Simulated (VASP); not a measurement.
## FeCo: electric field gradients with PBE

Crystal: FeCo.

```
CELL_PARAMETERS angstrom
2.90384 0.00000 0.00000
0.00000 2.90384 0.00000
0.00000 0.00000 2.90384
ATOMIC_POSITIONS crystal
Fe 0.50000 0.50000 0.50000
Co 0.00000 0.00000 0.00000
```

This cell differs from its parent crystal: volume scaled by 1.05.

* Program: VASP 6.6.1
* Task: electric field gradients
* Functional: PBE
* Potentials or basis: VASP PAW PBE potentials, release 64 (Fe, Co)
* Cutoff: 520 eV
* k mesh: 11 × 11 × 11
* Occupations: fermi-dirac, width 0.05 eV
* Spin: collinear spin, ferromagnetic start
* Starting moments: [3.0, 2.0] μB
* Dipole correction: no
* Further INCAR settings: ALGO = Normal; EDIFF = 1e-08; NBANDS = 20

* Pressure: -10.6 GPa
* Net moment: 4.59 μB per cell
* Site moments: Fe +2.85; Co +1.78 μB
* Valence electrons inside the program's atomic spheres: Fe 7.03; Co 8.13

Levels at points of the mesh, in eV from the Fermi level:
Spin up:
```tsv
k point	band 8	band 9	band 10	band 11	band 12	band 13	band 14	band 15
(0.00, 0.00, 0.00)	-2.08	-1.05	-1.05	-1.05	8.66	8.66	8.66	14.03
```
Spin down:
| k point | band 3 | band 4 | band 5 | band 6 | band 7 | band 8 | band 9 | band 10 |
| --- | --- | --- | --- | --- | --- | --- | --- | --- |
| (0.00, 0.00, 0.00) | -3.18 | -1.08 | -1.08 | -1.08 | 0.78 | 0.78 | 1.39 | 1.39 |

Run time: 43 s on 1 thread of Intel(R) Xeon(R) Platinum 8259CL CPU @ 2.50GHz (Skylake/Cascade Lake), with other jobs on the host, peak memory 0.17 GiB.

Caveat: without QUAD_EFG the Cq values of the log hold for a quadrupole moment of 1 mb, not for the nuclei.
